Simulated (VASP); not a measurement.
# LiBr: density of states with PBE

Crystal: LiBr.

```
CELL_PARAMETERS angstrom
0.00000 2.75552 2.75552
2.75552 0.00000 2.75552
2.75552 2.75552 0.00000
ATOMIC_POSITIONS crystal
Li 0.50000 0.50000 0.50000
Br 0.00000 0.00000 0.00000
```

* Program: VASP 6.6.1
* Task: density of states
* Functional: PBE
* Potentials or basis: VASP PAW PBE potentials, release 64 (Li_sv, Br)
* Cutoff: 650 eV
* k mesh: 8 × 8 × 8
* Occupations: gaussian, width 0.02 eV
* Spin: no spin polarisation
* Dipole correction: no
* k mesh for the DOS: 12 × 12 × 12
* Occupations for the DOS: tetrahedron
* Further INCAR settings: ALGO = Normal; EDIFF = 1e-06

* Valence electrons inside the program's atomic spheres: Li 2.04; Br 4.92

Levels at points of the mesh, in eV from the valence-band top:
```
           k point  band 3  band 4  band 5  band 6  band 7  band 8
(0.00, 0.00, 0.00)   -0.01   -0.01   -0.01    4.92   10.49   10.49
(0.50, 0.00, 0.00)   -2.86   -0.26   -0.26    5.62    8.10    8.10
(0.50, 0.50, 0.00)   -2.86   -1.13   -1.13    6.24    7.12   11.57
```

It took 32 s on 1 thread of AMD EPYC 7R43 64-Core Processor (Zen 3) (shared host), peak memory 0.16 GiB.
